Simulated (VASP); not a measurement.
# Mn (Fm-3m) in VASP: further runs

Mn is run at these levels: r2SCAN; tasks: single point.

All numbers are computed with VASP 6.6.1; they aren't measurements. Logs are shortened: lines on timing, memory, paths and dates and some standing lists are left out, and cuts for length are marked.

### Step 1. The cell of the first run

Symmetry: Fm-3m, No. 225, cubic system. The conventional cell has a = 3.957 Å, b = 3.957 Å, c = 3.957 Å, α = 90.00°, β = 90.00°, γ = 90.00°. Mn (site symmetry m-3m) has 12 Mn at 2.80 Å within 3.7 Å.

This isn't the form of Mn at room conditions, which is a 58-atom cubic cell.

### Step 2. Single point, r2SCAN, collinear spin, ferromagnetic start (15.49 Å³/atom)

POSCAR

```
Mn
1.0
    0.0000000000      1.9786648990      1.9786648990
    1.9786648990      0.0000000000      1.9786648990
    1.9786648990      1.9786648990      0.0000000000
Mn
1
Direct
    0.0000000000      0.0000000000      0.0000000000
```

INCAR.step1

```
PREC = Accurate
ENCUT = 520
ISMEAR = -1
SIGMA = 0.05
LREAL = False
LASPH = True
NELM = 150
ISPIN = 2
MAGMOM = 3.802
LMAXMIX = 4
NBANDS = 16
GGA = PE
ALGO = Normal
EDIFF = 1E-4
LWAVE = True
LCHARG = False
```

INCAR.step2

```
PREC = Accurate
ENCUT = 520
EDIFF = 1E-7
ISMEAR = -1
SIGMA = 0.05
LREAL = False
LASPH = True
NELM = 150
ALGO = Normal
ISIF = 2
LWAVE = False
LCHARG = False
ISPIN = 2
MAGMOM = 3.802
LORBIT = 11
LMAXMIX = 4
METAGGA = R2SCAN
LMIXTAU = True
NBANDS = 16
ISTART = 1
```

KPOINTS

```
regular mesh
0
Gamma
  15 15 15
```

Potentials or basis: VASP PAW PBE potentials, release 64 (Mn_pv).

On the command line:

```console
cat potpaw_PBE.64/Mn_pv/POTCAR > POTCAR
cp INCAR.step1 INCAR
mpirun -np 1 vasp_std > vasp.out
cp INCAR.step2 INCAR
mpirun -np 1 vasp_std > vasp.out
```

OUTCAR:

```text
PREC = Accurate
   ENCUT = 520
   EDIFF = 1E-7
   ISMEAR = -1
   LREAL = False
   LASPH = True
   NELM = 150
   ISIF = 2
   ISPIN = 2
   LORBIT = 11
   METAGGA = R2SCAN
   ISTART = 1

 ion  position               nearest neighbor table
   1  0.000  0.000  0.000-

  LATTYP: Found a face centered cubic cell.
 ALAT       =     3.9573297980

  Lattice vectors:

 A1 = (   0.0000000000,   1.9786648990,   1.9786648990)
 A2 = (   1.9786648990,   0.0000000000,   1.9786648990)
 A3 = (   1.9786648990,   1.9786648990,   0.0000000000)

Analysis of symmetry for initial positions (statically):
=====================================================================
 Subroutine PRICEL returns:
 Original cell was already a primitive cell.

 Routine SETGRP: Setting up the symmetry group for a
 face centered cubic supercell.

 Subroutine GETGRP returns: Found 48 space group operations
 (whereof 48 operations were pure point group operations)
 out of a pool of 48 trial point group operations.

The static configuration has the point symmetry O_h .

Analysis of symmetry for dynamics (positions and initial velocities):
=====================================================================
 Subroutine PRICEL returns:
 Original cell was already a primitive cell.

 Routine SETGRP: Setting up the symmetry group for a
 face centered cubic supercell.

 Subroutine GETGRP returns: Found 48 space group operations
 (whereof 48 operations were pure point group operations)
 out of a pool of 48 trial point group operations.

The dynamic configuration has the point symmetry O_h .

Analysis of structural, dynamic, and magnetic symmetry:
=====================================================================
 Subroutine PRICEL returns:
 Original cell was already a primitive cell.

 Routine SETGRP: Setting up the symmetry group for a
 face centered cubic supercell.

 Subroutine GETGRP returns: Found 48 space group operations
 (whereof 48 operations were pure point group operations)
 out of a pool of 48 trial point group operations.

The overall configuration has the point symmetry O_h .

 Subroutine INISYM returns: Found 48 space group operations
 (whereof 48 operations are pure point group operations),
 and found     1 'primitive' translations

----------------------------------------------------------------------------------------

                                     Primitive cell

  volume of cell :      15.4934

  direct lattice vectors                    reciprocal lattice vectors
     0.000000000  1.978664899  1.978664899    -0.252695644  0.252695644  0.252695644
     1.978664899  0.000000000  1.978664899     0.252695644 -0.252695644  0.252695644
     1.978664899  1.978664899  0.000000000     0.252695644  0.252695644 -0.252695644

  length of vectors
     2.798254736  2.798254736  2.798254736     0.437681693  0.437681693  0.437681693

  position of ions in fractional coordinates (direct lattice)
     0.000000000  0.000000000  0.000000000

  ion indices of the primitive-cell ions
   primitive index   ion index
                 1           1

----------------------------------------------------------------------------------------

 KPOINTS: regular mesh

Automatic generation of k-mesh.
 Grid dimensions read from file:
 generate k-points for:   15   15   15

 Generating k-lattice:

  Cartesian coordinates                     Fractional coordinates (reciprocal lattice)
    -0.016846376  0.016846376  0.016846376     0.066666667  0.000000000  0.000000000
     0.016846376 -0.016846376  0.016846376     0.000000000  0.066666667  0.000000000
     0.016846376  0.016846376 -0.016846376     0.000000000  0.000000000  0.066666667

  Length of vectors
     0.029178780  0.029178780  0.029178780

  Shift w.r.t. Gamma in fractional coordinates (k-lattice)
     0.000000000  0.000000000  0.000000000

 Subroutine IBZKPT returns following result:
 ===========================================

 Found    120 irreducible k-points:

 Following reciprocal coordinates:
            Coordinates               Weight
  0.000000  0.000000  0.000000      1.000000
  0.066667  0.000000  0.000000      8.000000
  0.133333  0.000000  0.000000      8.000000
  0.200000  0.000000  0.000000      8.000000
  0.266667  0.000000  0.000000      8.000000
  0.333333  0.000000  0.000000      8.000000
[... 16 lines left out ...]
  0.133333  0.133333  0.000000      6.000000
  0.200000  0.133333  0.000000     24.000000
 [... further k-points ...]
   k-points           NKPTS =    120   k-points in BZ     NKDIM =    120   number of bands    NBANDS=     16
   number of dos      NEDOS =    301   number of ions     NIONS =      1
   total plane-waves  NPLWV =  13824
   dimension x,y,z NGX =    24 NGY =   24 NGZ =   24
   dimension x,y,z NGXF=    48 NGYF=   48 NGZF=   48
   ions per type =               1
   NGX,Y,Z   is equivalent  to a cutoff of  14.26, 14.26, 14.26 a.u.
   NGXF,Y,Z  is equivalent  to a cutoff of  28.52, 28.52, 28.52 a.u.
 SYSTEM =  unknown system
   PREC   = accura    normal or accurate (medium, high low for compatibility)
   ISTART =      1    job   : 0-new  1-cont  2-samecut
   ICHARG =      0    charge: 1-file 2-atom 10-const
   ISPIN  =      2    spin polarized calculation?
   LNONCOLLINEAR =      F non collinear calculations
   LSORBIT =      F    spin-orbit coupling
   LASPH  =      T    aspherical Exc in radial PAW
   ENCUT  =  520.0 eV  38.22 Ry    6.18 a.u.   5.20  5.20  5.20*2*pi/ulx,y,z
   NELM   =    150;   NELMIN=  2; NELMDL=  0     # of ELM steps
   EDIFF  = 0.1E-06   stopping-criterion for ELM
   LREAL  =      F    real-space projection
   EDIFFG = 0.1E-05   stopping-criterion for IOM
   NSW    =      0    number of steps for IOM
   IBRION =     -1    ionic relax: 0-MD 1-quasi-New 2-CG
   NFREE  =      0    steps in history (QN), initial steepest desc. (CG)
   ISIF   =      2    stress and relaxation
   ISYM   =      2    0-nonsym 1-usesym 2-fastsym
   POTIM  = 0.5000    time-step for ionic-motion
   TEBEG  =    0.0;   TEEND  =   0.0 temperature during run
   PSTRESS=    0.0 pullay stress
   NELECT =      13.0000    total number of electrons
   NUPDOWN=      -1.0000    fix difference up-down
   EMIN   =  10.00;   EMAX   =-10.00  energy-range for DOS
   EFERMI =   0.00;   METHOD = LEGACY
   ISMEAR =    -1;   SIGMA  =   0.05  broadening in eV -4-tet -1-fermi 0-gaus
   EFERMI_NEDOS =   21; number of points for ismear=-14 and -15
   IALGO  =     38    algorithm
   IMIX   =      4    mixing-type and parameters
     AMIX     =   0.40;   BMIX     =  1.00
     AMIX_MAG =   1.60;   BMIX_MAG =  1.00
  volume/ion in A,a.u.               =      15.49       104.55
  Fermi-wavevector in a.u.,A,eV,Ry     =   1.544094  2.917914 32.439363  2.384226
  Thomas-Fermi vector in A             =   2.649664
   LORBIT       =     11    0 simple, 1 ext, 2 COOP (PROOUT), +10 PAW based schemes
   METAGGA = R2SCAN    functional components
   LHFCALC =     F    Hartree Fock is set to
   AEXX    =    0.0000 exact exchange contribution
   IVDW    =     0    specifies the selected vdW correction
   LEPSILON=     F    determine dielectric tensor
   LRPA    =     F    only Hartree local field effects (RPA)
 spin polarized calculation
  energy-cutoff  :      520.00
  volume of cell :       15.49
 maximum number of plane-waves:       432
 NGX is ok and might be reduce to    24
   NGX = 11   NGY = 11   NGZ = 11

 number of electron      13.0000007 magnetization       3.8444983

 Free energy of the ion-electron system (eV)
  ---------------------------------------------------
  ext. energy  EPLUGINS =         0.00000000
  ---------------------------------------------------
  free energy    TOTEN  =       -14.57955805 eV

  energy without entropy =      -14.57198019  energy(sigma->0) =      -14.57576912

 E-fermi :   6.8748     XC(G=0): -12.8746

 val. band max:        6.8734983958   @ k =  -0.3333   0.2000   0.0000
 cond. band min:       6.8767350652   @ k =  -0.4667   0.0667   0.0000
 fundamental gap:      0.0032366694
 Fermi energy:         6.8747858311

 spin component 1

 k-point     1 :       0.0000    0.0000    0.0000
  band No.  band energies     occupation
      1     -44.8103      1.00000
      2     -44.8103      1.00000
      3     -44.8102      1.00000
      4      -1.1543      1.00000
      5       4.1101      1.00000
      6       4.1101      1.00000
[... 8 lines left out ...]
     15      31.5934      0.00000
     16      31.5934      0.00000

 k-point     2 :       0.0667    0.0000    0.0000
  band No.  band energies     occupation
      1     -44.8197      1.00000
      2     -44.8117      1.00000
      3     -44.8116      1.00000
      4      -1.0091      1.00000
      5       4.0704      1.00000
      6       4.1451      1.00000
[... 8 lines left out ...]
     15      31.9478      0.00000
     16      32.0377      0.00000

 k-point     3 :       0.1333    0.0000    0.0000
  band No.  band energies     occupation
      1     -44.8462      1.00000
      2     -44.8155      1.00000
      3     -44.8154      1.00000
      4      -0.5846      1.00000
      5       3.9701      1.00000
      6       4.2268      1.00000
[... 8 lines left out ...]
     15      32.3537      0.00000
     16      32.5766      0.00000
[... 362 lines left out ...]
 k-point    23 :       0.1333    0.1333    0.0000
  band No.  band energies     occupation
      1     -44.8451      1.00000
      2     -44.8237      1.00000
      3     -44.8236      1.00000
      4      -0.3968      1.00000
      5       3.8276      1.00000
      6       4.3438      1.00000
[... 8 lines left out ...]
     15      32.5454      0.00000
     16      34.0102      0.00000

 k-point    24 :       0.2000    0.1333    0.0000
  band No.  band energies     occupation
      1     -44.8705      1.00000
      2     -44.8304      1.00000
      3     -44.8287      1.00000
      4       0.0929      1.00000
      5       3.6913      1.00000
      6       4.4073      1.00000
[... 8 lines left out ...]
     15      32.2807      0.00000
     16      33.9271      0.00000

 [... further k-points ...]

 spin component 2

 k-point     1 :       0.0000    0.0000    0.0000
  band No.  band energies     occupation
      1     -39.4787      1.00000
      2     -39.4787      1.00000
      3     -39.4784      1.00000
      4      -0.9350      1.00000
      5       8.7752      0.00000
      6       8.7753      0.00000
[... 8 lines left out ...]
     15      33.8534      0.00000
     16      33.8534      0.00000

 k-point     2 :       0.0667    0.0000    0.0000
  band No.  band energies     occupation
      1     -39.4907      1.00000
      2     -39.4802      1.00000
      3     -39.4800      1.00000
      4      -0.7834      1.00000
      5       8.6870      0.00000
      6       8.8182      0.00000
[... 8 lines left out ...]
     15      34.0699      0.00000
     16      34.0699      0.00000

 k-point     3 :       0.1333    0.0000    0.0000
  band No.  band energies     occupation
      1     -39.5248      1.00000
      2     -39.4847      1.00000
      3     -39.4845      1.00000
      4      -0.3357      1.00000
      5       8.4426      0.00000
      6       8.9228      0.00000
[... 8 lines left out ...]
     15      34.4344      0.00000
     16      34.4345      0.00000
[... 362 lines left out ...]
 k-point    23 :       0.1333    0.1333    0.0000
  band No.  band energies     occupation
      1     -39.5234      1.00000
      2     -39.4949      1.00000
      3     -39.4947      1.00000
      4      -0.1401      1.00000
      5       8.2930      0.00000
      6       9.0383      0.00000
[... 8 lines left out ...]
     15      35.9755      0.00000
     16      35.9756      0.00000

 k-point    24 :       0.2000    0.1333    0.0000
  band No.  band energies     occupation
      1     -39.5559      1.00000
      2     -39.5030      1.00000
      3     -39.5009      1.00000
      4       0.3860      1.00000
      5       8.0340      0.00000
      6       9.1315      0.00000
[... 8 lines left out ...]
     15      35.6843      0.00000
     16      36.6114      0.00000

 [... further k-points ...]

------------------------ aborting loop because EDIFF is reached ----------------------------------------

  FORCE on cell =-STRESS in cart. coord.  units (eV):
  Direction    XX          YY          ZZ          XY          YZ          ZX
  --------------------------------------------------------------------------------------
  -------------------------------------------------------------------------------------
  Total        0.0322626      0.0322626      0.0322626     -0.0000000      0.0000000      0.0000000
  in kB        3.3362807      3.3362807      3.3362807     -0.0000000      0.0000000      0.0000000
  external PRESSURE =       3.3362807 kB  Pullay stress =       0.0000000 kB

 VOLUME and BASIS-vectors are now :
 -----------------------------------------------------------------------------
  energy-cutoff  :      520.00
  volume of cell :       15.49
      direct lattice vectors                 reciprocal lattice vectors
     0.000000000  1.978664899  1.978664899    -0.252695644  0.252695644  0.252695644
     1.978664899  0.000000000  1.978664899     0.252695644 -0.252695644  0.252695644
     1.978664899  1.978664899  0.000000000     0.252695644  0.252695644 -0.252695644

 POSITION                                       TOTAL-FORCE (eV/Angst)
 -----------------------------------------------------------------------------------
      0.00000      0.00000      0.00000        -0.000000      0.000000      0.000000
 -----------------------------------------------------------------------------------
    total drift:                               -0.000000     -0.000000     -0.000000

  FREE ENERGIE OF THE ION-ELECTRON SYSTEM (eV)
  ---------------------------------------------------
  free  energy   TOTEN  =       -14.5795580469 eV

  energy  without entropy=      -14.5719801858  energy(sigma->0) =      -14.57576912

 total charge

# of ion       s       p       d       tot
------------------------------------------
    1        0.354   6.229   4.943  11.526

 magnetization (x)

# of ion       s       p       d       tot
------------------------------------------
    1       -0.012  -0.006   3.788   3.770
```

Run time: 1.8 min. Hardware: 1 thread of Intel Xeon 6975P-C (Granite Rapids), shared host; peak memory 0.18 GiB.

Results:

```yaml
Free_energy: -14.5796 eV
Pressure: 0.3 GPa
Net_moment: 3.84 μB per cell
Site_moments: Mn +3.77 μB
Valence_electrons_inside_the_program's_atomic_spheres: Mn 11.53
```

Caveat: the PAW data sets were made with another functional, which shifts forces and pressure a little.

[end of part 1 of 3]
